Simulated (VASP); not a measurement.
# Hf (P6_3/mmc) in VASP: notebook

Runs on Hf. Level: PBE. Tasks: single point.

Program: VASP 6.6.1. These are calculated values, not measurements. Logs are shortened: lines on timing, memory, paths and dates and some standing lists are left out, and cuts for length are marked.

## Step 1: The cell of the first run

Symmetry: P6_3/mmc, No. 194, hexagonal system. Conventional cell: a = 3.429 Å, b = 3.429 Å, c = 4.865 Å, α = 90.00°, β = 90.00°, γ = 120.00°. Within 4.1 Å of Hf (site symmetry -6m2) lie 12 Hf at 3.14 to 3.43 Å.

## Step 2: Single point, PBE

Contents of INCAR:

```
SYSTEM = Hf
ALGO = Normal
EDIFF = 1E-6
ENCUT = 500
GGA = PE
GGA_COMPAT = .FALSE.
ISIF = 2
ISMEAR = 0
LASPH = .TRUE.
LCHARG = .TRUE.
LELF = .TRUE.
LREAL = .FALSE.
LVHAR = .TRUE.
LWAVE = .FALSE.
NBANDS = 17
NELM = 120
PREC = Accurate
SIGMA = 0.15
```

Contents of KPOINTS:

```
k-points
0
G
  18 18 10
  0 0 0
```

Contents of POSCAR:

```
Hf
1.0
    3.4292000000      0.0000000000      0.0000000000
   -1.7146000000      2.9697743147      0.0000000000
    0.0000000000      0.0000000000      4.8650000000
Hf
2
Direct
    0.3333333333      0.6666666667      0.2500000000
    0.6666666667      0.3333333333      0.7500000000
```

Potentials or basis: VASP PAW PBE potentials, release 64 (Hf_pv).

The run is started by

```
$ cat potpaw_PBE.64/Hf_pv/POTCAR > POTCAR
$ mpirun -np 1 vasp_std > vasp.out
```

OUTCAR:

```text
SYSTEM = Hf
   EDIFF = 1E-6
   ENCUT = 500
   GGA = PE
   ISIF = 2
   ISMEAR = 0
   LASPH = .TRUE.
   LREAL = .FALSE.
   NELM = 120
   PREC = Accurate

 ion  position               nearest neighbor table
   1  0.333  0.667  0.250-   2 3.14   2 3.14   2 3.14   2 3.14   2 3.14   2 3.14
   2  0.667  0.333  0.750-   1 3.14   1 3.14   1 3.14   1 3.14   1 3.14   1 3.14

  LATTYP: Found a hexagonal cell.
 ALAT       =     3.4292000000
 C/A-ratio  =     1.4186982387

  Lattice vectors:

 A1 = (   3.4292000000,   0.0000000000,   0.0000000000)
 A2 = (  -1.7146000000,   2.9697743147,   0.0000000000)
 A3 = (   0.0000000000,   0.0000000000,   4.8650000000)

Analysis of symmetry for initial positions (statically):
=====================================================================
 Subroutine PRICEL returns:
 Original cell was already a primitive cell.

 Routine SETGRP: Setting up the symmetry group for a
 hexagonal supercell.

 Subroutine GETGRP returns: Found 24 space group operations
 (whereof 12 operations were pure point group operations)
 out of a pool of 24 trial point group operations.

The static configuration has the point symmetry D_3d.
 The point group associated with its full space group is D_6h.

Analysis of symmetry for dynamics (positions and initial velocities):
=====================================================================
 Subroutine PRICEL returns:
 Original cell was already a primitive cell.

 Routine SETGRP: Setting up the symmetry group for a
 hexagonal supercell.

 Subroutine GETGRP returns: Found 24 space group operations
 (whereof 12 operations were pure point group operations)
 out of a pool of 24 trial point group operations.

The dynamic configuration has the point symmetry D_3d.
 The point group associated with its full space group is D_6h.

 Subroutine INISYM returns: Found 24 space group operations
 (whereof 12 operations are pure point group operations),
 and found     1 'primitive' translations

----------------------------------------------------------------------------------------

                                     Primitive cell

  volume of cell :      49.5449

  direct lattice vectors                    reciprocal lattice vectors
     3.429200000  0.000000000  0.000000000     0.291613204  0.168362962  0.000000000
    -1.714600000  2.969774315  0.000000000     0.000000000  0.336725924  0.000000000
     0.000000000  0.000000000  4.865000000     0.000000000  0.000000000  0.205549846

  length of vectors
     3.429200000  3.429200000  4.865000000     0.336725924  0.336725924  0.205549846

  position of ions in fractional coordinates (direct lattice)
     0.333333333  0.666666667  0.250000000
     0.666666667  0.333333333  0.750000000

  ion indices of the primitive-cell ions
   primitive index   ion index
                 1           1
                 2           2

----------------------------------------------------------------------------------------

 KPOINTS: k-points

Automatic generation of k-mesh.
 Grid dimensions read from file:
 generate k-points for:   18   18   10

 Generating k-lattice:

  Cartesian coordinates                     Fractional coordinates (reciprocal lattice)
     0.016200734  0.009353498  0.000000000     0.055555556  0.000000000  0.000000000
     0.000000000  0.018706996  0.000000000     0.000000000  0.055555556  0.000000000
     0.000000000  0.000000000  0.020554985     0.000000000  0.000000000  0.100000000

  Length of vectors
     0.018706996  0.018706996  0.020554985

  Shift w.r.t. Gamma in fractional coordinates (k-lattice)
     0.000000000  0.000000000  0.000000000

 Subroutine IBZKPT returns following result:
 ===========================================

 Found    222 irreducible k-points:

 Following reciprocal coordinates:
            Coordinates               Weight
  0.000000  0.000000  0.000000      1.000000
  0.055556 -0.000000  0.000000      6.000000
  0.111111 -0.000000  0.000000      6.000000
  0.166667  0.000000  0.000000      6.000000
  0.222222 -0.000000  0.000000      6.000000
  0.277778  0.000000  0.000000      6.000000
[... 16 lines left out ...]
  0.333333  0.111111  0.000000     12.000000
  0.388889  0.111111  0.000000     12.000000
 [... further k-points ...]
   k-points           NKPTS =    222   k-points in BZ     NKDIM =    222   number of bands    NBANDS=     17
   number of dos      NEDOS =    301   number of ions     NIONS =      2
   total plane-waves  NPLWV =  28224
   dimension x,y,z NGX =    28 NGY =   28 NGZ =   36
   dimension x,y,z NGXF=    56 NGYF=   56 NGZF=   72
   ions per type =               2
   NGX,Y,Z   is equivalent  to a cutoff of  13.57, 13.57, 12.30 a.u.
   NGXF,Y,Z  is equivalent  to a cutoff of  27.15, 27.15, 24.60 a.u.
 SYSTEM =  Hf
   PREC   = accura    normal or accurate (medium, high low for compatibility)
   ISTART =      0    job   : 0-new  1-cont  2-samecut
   ICHARG =      2    charge: 1-file 2-atom 10-const
   ISPIN  =      1    spin polarized calculation?
   LNONCOLLINEAR =      F non collinear calculations
   LSORBIT =      F    spin-orbit coupling
   LASPH  =      T    aspherical Exc in radial PAW
   ENCUT  =  500.0 eV  36.75 Ry    6.06 a.u.   6.25  6.25  8.87*2*pi/ulx,y,z
   NELM   =    120;   NELMIN=  2; NELMDL= -5     # of ELM steps
   EDIFF  = 0.1E-05   stopping-criterion for ELM
   LREAL  =      F    real-space projection
   EDIFFG = 0.1E-04   stopping-criterion for IOM
   NSW    =      0    number of steps for IOM
   IBRION =     -1    ionic relax: 0-MD 1-quasi-New 2-CG
   NFREE  =      0    steps in history (QN), initial steepest desc. (CG)
   ISIF   =      2    stress and relaxation
   ISYM   =      2    0-nonsym 1-usesym 2-fastsym
   POTIM  = 0.5000    time-step for ionic-motion
   TEBEG  =    0.0;   TEEND  =   0.0 temperature during run
   PSTRESS=    0.0 pullay stress
   NELECT =      20.0000    total number of electrons
   NUPDOWN=      -1.0000    fix difference up-down
   EMIN   =  10.00;   EMAX   =-10.00  energy-range for DOS
   EFERMI =   0.00;   METHOD = LEGACY
   ISMEAR =     0;   SIGMA  =   0.15  broadening in eV -4-tet -1-fermi 0-gaus
   EFERMI_NEDOS =   21; number of points for ismear=-14 and -15
   IALGO  =     38    algorithm
   IMIX   =      4    mixing-type and parameters
     AMIX     =   0.40;   BMIX     =  1.00
     AMIX_MAG =   1.60;   BMIX_MAG =  1.00
  volume/ion in A,a.u.               =      24.77       167.17
  Fermi-wavevector in a.u.,A,eV,Ry     =   1.209906  2.286392 19.917210  1.463874
  Thomas-Fermi vector in A             =   2.345470
   LORBIT       =      0    0 simple, 1 ext, 2 COOP (PROOUT), +10 PAW based schemes
   GGA     = PE    functional components
   LHFCALC =     F    Hartree Fock is set to
   AEXX    =    0.0000 exact exchange contribution
   IVDW    =     0    specifies the selected vdW correction
   LEPSILON=     F    determine dielectric tensor
   LRPA    =     F    only Hartree local field effects (RPA)
 non-spin polarized calculation
 Gauss-broadening in eV      SIGMA  =   0.15
  energy-cutoff  :      500.00
  volume of cell :       49.54
 maximum number of plane-waves:      1288
 NGX is ok and might be reduce to    28
   NGX = 13   NGY = 13   NGZ = 17

 number of electron      20.0000002 magnetization

 Free energy of the ion-electron system (eV)
  ---------------------------------------------------
  ext. energy  EPLUGINS =         0.00000000
  ---------------------------------------------------
  free energy    TOTEN  =       -19.60706232 eV

  energy without entropy =      -19.59081286  energy(sigma->0) =      -19.59893759

 E-fermi :   4.2534     XC(G=0): -10.8206

 val. band max:        4.2514193800   @ k =   0.1111  -0.0000   0.5000
 cond. band min:       4.2629161209   @ k =   0.1111   0.0556   0.1000
 fundamental gap:      0.0114967408
 Fermi energy:         4.2533693861

 k-point     1 :       0.0000    0.0000    0.0000
  band No.  band energies     occupation
      1     -27.0616      2.00000
      2     -26.5372      2.00000
      3     -26.5372      2.00000
      4     -26.3795      2.00000
      5     -26.3795      2.00000
      6     -26.3107      2.00000
[... 9 lines left out ...]
     16       6.5134      0.00000
     17       8.9163      0.00000

 k-point     2 :       0.0556   -0.0000    0.0000
  band No.  band energies     occupation
      1     -27.0557      2.00000
      2     -26.5451      2.00000
      3     -26.5409      2.00000
      4     -26.3885      2.00000
      5     -26.3798      2.00000
      6     -26.3149      2.00000
[... 9 lines left out ...]
     16       6.6552      0.00000
     17       8.9907      0.00000

 k-point     3 :       0.1111   -0.0000    0.0000
  band No.  band energies     occupation
      1     -27.0381      2.00000
      2     -26.5677      2.00000
      3     -26.5512      2.00000
      4     -26.4142      2.00000
      5     -26.3809      2.00000
      6     -26.3275      2.00000
[... 9 lines left out ...]
     16       6.9612      0.00000
     17       9.1820      0.00000

 k-point     4 :       0.1667    0.0000    0.0000
  band No.  band energies     occupation
      1     -27.0099      2.00000
      2     -26.6027      2.00000
      3     -26.5665      2.00000
      4     -26.4529      2.00000
      5     -26.3831      2.00000
      6     -26.3479      2.00000
[... 9 lines left out ...]
     16       7.3181      0.00000
     17       9.4355      0.00000
[... 343 lines left out ...]
      1     -26.8662      2.00000
      2     -26.7327      2.00000
      3     -26.6570      2.00000
      4     -26.5695      2.00000
      5     -26.4599      2.00000
      6     -26.4131      2.00000
[... 9 lines left out ...]
     16       8.7509      0.00000
     17      10.1136      0.00000

 k-point    23 :       0.3333    0.1111    0.0000
  band No.  band energies     occupation
      1     -26.8193      2.00000
      2     -26.7690      2.00000
      3     -26.6646      2.00000
      4     -26.6035      2.00000
      5     -26.4995      2.00000
      6     -26.4186      2.00000
[... 9 lines left out ...]
     16       9.2377      0.00000
     17      10.2380      0.00000

 k-point    24 :       0.3889    0.1111    0.0000
  band No.  band energies     occupation
      1     -26.7927      2.00000
      2     -26.7807      2.00000
      3     -26.6633      2.00000
      4     -26.6316      2.00000
      5     -26.5333      2.00000
      6     -26.4221      2.00000
[... 9 lines left out ...]
     16       9.6601      0.00000
     17      10.3093      0.00000

 [... further k-points ...]
[... 5 lines left out ...]
  --------------------------------------------------------------------------------------
  -------------------------------------------------------------------------------------
  Total       -3.5971384     -3.5971384     -0.5056104      0.0000000     -0.0000000      0.0000000
  in kB     -116.3238110   -116.3238110    -16.3503671      0.0000000     -0.0000000      0.0000000
  external PRESSURE =     -82.9993297 kB  Pullay stress =       0.0000000 kB

 VOLUME and BASIS-vectors are now :
 -----------------------------------------------------------------------------
  energy-cutoff  :      500.00
  volume of cell :       49.54
      direct lattice vectors                 reciprocal lattice vectors
     3.429200000  0.000000000  0.000000000     0.291613204  0.168362962  0.000000000
    -1.714600000  2.969774315  0.000000000     0.000000000  0.336725924  0.000000000
     0.000000000  0.000000000  4.865000000     0.000000000  0.000000000  0.205549846

 POSITION                                       TOTAL-FORCE (eV/Angst)
 -----------------------------------------------------------------------------------
     -0.00000      1.97985      1.21625        -0.000000     -0.000000      0.000000
      1.71460      0.98992      3.64875         0.000000      0.000000      0.000000
 -----------------------------------------------------------------------------------
    total drift:                               -0.000000      0.000000     -0.000000

  FREE ENERGIE OF THE ION-ELECTRON SYSTEM (eV)
  ---------------------------------------------------
  free  energy   TOTEN  =       -19.6070623156 eV

  energy  without entropy=      -19.5908128573  energy(sigma->0) =      -19.59893759
```

Run time: 1.8 min. Hardware: 1 thread of Intel Xeon 6975P-C, shared host; peak memory 0.29 GiB.

What came out:

* Free energy: -19.6071 eV
* Pressure: -8.3 GPa
* Band gap on the k mesh: zero (band 10 reaches 5.21 eV, above the bottom of band 11 at 3.76 eV)

Stress tensor (GPa, compression positive):
```
-11.63   0.00   0.00
  0.00 -11.63   0.00
  0.00   0.00  -1.64
```

Caveat: spin-orbit coupling is left out, which moves the levels of the heavy elements.

(Part 1 of 2 ends here.)
